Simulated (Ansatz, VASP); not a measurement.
## LiH: VASP beside Ansatz

```
Li H
1.0
     0.00000    2.14485    2.14485
     2.14485    0.00000    2.14485
     2.14485    2.14485    0.00000
Li H
1 1
Direct
  0.00000 0.00000 0.00000
  0.25000 0.25000 0.25000
```

Alike in both runs: task electric field gradients; functional PBE; k mesh 13 × 13 × 13; occupations fermi-dirac, width 0.05 eV; no spin polarisation.

|  | VASP | Ansatz |
| --- | --- | --- |
| version | VASP 6.6.1 | Ansatz 0.2.0 |
| potentials or method | VASP PAW PBE potentials, release 64 (Li_sv, H) | PAW with Ansatz's default frozen-core files, scalar-relativistic |
| plane-wave cutoff (eV) | 520 | 420 |
| valence electrons in the cell | 4 | 4 |

|  | VASP | Ansatz | Ansatz less VASP |
| --- | --- | --- | --- |
| gap on the k mesh at the Fermi level (eV) | 4.33 | 4.33 | -0.005 |

The functional is the same, so the differences come from potentials, cutoffs and numerics.

Noted on VASP's run: the cutoff is short for stress, so the pressure is rough.
